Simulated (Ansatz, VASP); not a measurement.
**N in VASP and in Ansatz**

```xyz
4
Lattice="3.3973 -2.2636 0.0000 3.3973 2.2636 0.0000 0.0000 0.0000 7.6425" Properties=species:S:1:pos:R:3 pbc="T T T"
N     3.3973   -1.8406    0.3514
N     3.3973   -0.4229    4.1727
N     3.3973    1.8406    7.2911
N     3.3973    0.4229    3.4698
```

Alike in both runs: task relaxation of cell and atoms; functional PBEsol; k mesh 6 × 6 × 4; occupations gaussian, width 0.02 eV; no spin polarisation.

|  | VASP | Ansatz |
| --- | --- | --- |
| version | VASP 6.6.1 | Ansatz 0.2.0 |
| potentials or method | VASP PAW PBE potentials, release 64 (N), cutoff 600 eV | scalar-relativistic, plane waves, PAW |
| valence electrons in the cell | 20 | 20 |

Ansatz gave:

```
gap on the k mesh at the Fermi level, each at its own relaxed structure (eV) : 7.74
relaxed volume (Å³/atom)                                                     : 29.39
relaxed length of the cell vector where the two differ most in proportion (Å)              : 7.642
```

What did VASP give for the same quantities?

gap on the k mesh at the Fermi level, each at its own relaxed structure (eV): 7.37; relaxed volume (Å³/atom): 24.88; relaxed length of the cell vector where the two differ most in proportion (Å): 7.127.

VASP's potentials were made for PBE, not for PBEsol. One of these differences is far larger than is usual between the two programs; its cause wasn't traced.

Noted on VASP's run: the standard files for N, O and F lose accuracy on very short bonds; the volume moved by over 15 % at a fixed basis, so the end points are rough.
